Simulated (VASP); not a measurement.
NiO, 2 atoms in the cell. It takes space group Fm-3m (No. 225, cubic). Conventional cell: a = 4.178 Å, b = 4.178 Å, c = 4.178 Å, α = 90.00°, β = 90.00°, γ = 90.00°. Ni (site symmetry m-3m) has 6 O at 2.09 Å within 2.8 Å. O (site symmetry m-3m) has 6 Ni at 2.09 Å within 2.8 Å. 

* Program: VASP 6.6.1
* Task: single point
* Functional: r2SCAN
* Potentials or basis: VASP PAW PBE potentials, release 64 (Ni, O)
* Cutoff: 660 eV
* k mesh: 2 × 2 × 2
* Occupations: fermi-dirac, width 0.1 eV
* Spin: no spin polarisation
* Dipole correction: no
* Further INCAR settings: ALGO = Normal; EDIFF = 1e-06; NBANDS = 15

Potentials or basis: VASP PAW PBE potentials, release 64 (Ni, O).

Launch:

```sh
$ cat potpaw_PBE.64/Ni/POTCAR potpaw_PBE.64/O/POTCAR > POTCAR
$ cp INCAR.step1 INCAR
$ mpirun -np 1 vasp_std > vasp.out
$ cp INCAR.step2 INCAR
$ mpirun -np 1 vasp_std > vasp.out
```

Hardware: 1 thread of Intel Xeon 8259CL, on a shared host.

Estimate the wall time of this run.

Wall time 55 s on 1 thread of Intel Xeon 8259CL, with other jobs on the host, peak memory 0.16 GiB. Counts: k points 3.
